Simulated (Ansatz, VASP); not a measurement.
One calculation of Re, two programs

```
Re
1.0
     2.76080    0.00000    0.00000
    -1.38040    2.39092    0.00000
     0.00000    0.00000    4.45820
Re
2
Direct
  0.66667 0.33333 0.75000
  0.33333 0.66667 0.25000
```

Alike in both runs: functional HSE06; k mesh 6 × 6 × 3; occupations fermi-dirac, width 0.05 eV; no spin polarisation.

|  | VASP | Ansatz |
| --- | --- | --- |
| version | VASP 6.6.1 | Ansatz 0.2.0 |
| potentials or method | VASP PAW PBE potentials, release 64 (Re) | Ansatz PAW |
| plane-wave cutoff (eV) | 520 | 420 |
| valence electrons in the cell | 14 | 30 |
| task | single point | band structure |

```csv
,VASP,Ansatz,Ansatz less VASP
gap on the k mesh at the Fermi level (eV),none,none,-
pressure (GPa),-9.2,-5.1,+4.11
"traceless stress, the component that is largest in VASP (GPa)",-6.01,-5.94,+0.073
```

A gap of «none» marks a metal or a gap that the smearing closes. With one functional, cell and mesh, what is left measures potentials, basis and numerics. VASP's potentials hold 14 valence electrons a cell and Ansatz's 30, so a difference there can come from the potentials and not from the codes.

The k mesh is coarse, so the values compare programs but aren't converged. Neither program's run includes spin-orbit coupling.
